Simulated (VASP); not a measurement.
Wanted: the native input for a VASP 6.6.1 run.

```
Task                   : single point
Functional             : PBE
Potentials or basis    : VASP PAW PBE potentials, release 64 (Ti_sv, Si)
Cutoff                 : 520 eV
k mesh                 : 8 × 8 × 7
Occupations            : fermi-dirac, width 0.1 eV
Spin                   : no spin polarisation
Dipole correction      : no
Further INCAR settings : ALGO = Normal; EDIFF = 1e-06; NBANDS = 29
```

The structure of TiSi2 lies in POSCAR:

```
TiSi2
1.0
    1.7651050000     -6.7592820000      0.0000000000
    1.7651050000      6.7592820000      0.0000000000
    0.0000000000      0.0000000000      3.5651740000
Ti Si
2 4
Direct
    0.8968820000      0.1031180000      0.7500000000
    0.1031180000      0.8968820000      0.2500000000
    0.5582510000      0.4417490000      0.7500000000
    0.4417490000      0.5582510000      0.2500000000
    0.2496850000      0.7503150000      0.7500000000
    0.7503150000      0.2496850000      0.2500000000
```

These files were run (other wordings do the same):

INCAR

```
SYSTEM = TiSi2
PREC = Accurate ; ENCUT = 520
EDIFF = 1E-6 ; ISMEAR = -1
SIGMA = 0.1 ; LREAL = .FALSE.
LASPH = .TRUE. ; NELM = 100
ALGO = Normal ; ISIF = 2
LWAVE = .FALSE. ; LCHARG = .FALSE.
GGA = PE ; NBANDS = 29
```

KPOINTS

```
Automatic mesh
0
G
  8 8 7
  0 0 0
```

Potentials or basis: VASP PAW PBE potentials, release 64 (Ti_sv, Si).

The run is started by

```sh
$ cat potpaw_PBE.64/Ti_sv/POTCAR potpaw_PBE.64/Si/POTCAR > POTCAR
$ mpirun -np 1 vasp_std > vasp.out
```

Results of the run:

- Pressure: 1.9 GPa
- Largest force: 0.176 eV/Å
- Band gap on the k mesh: zero (band 20 reaches 11.02 eV, above the bottom of band 21 at 10.01 eV)

Wall time 9.5 min on 1 thread of AMD EPYC 7R13, with other jobs on the host, peak memory 0.34 GiB.
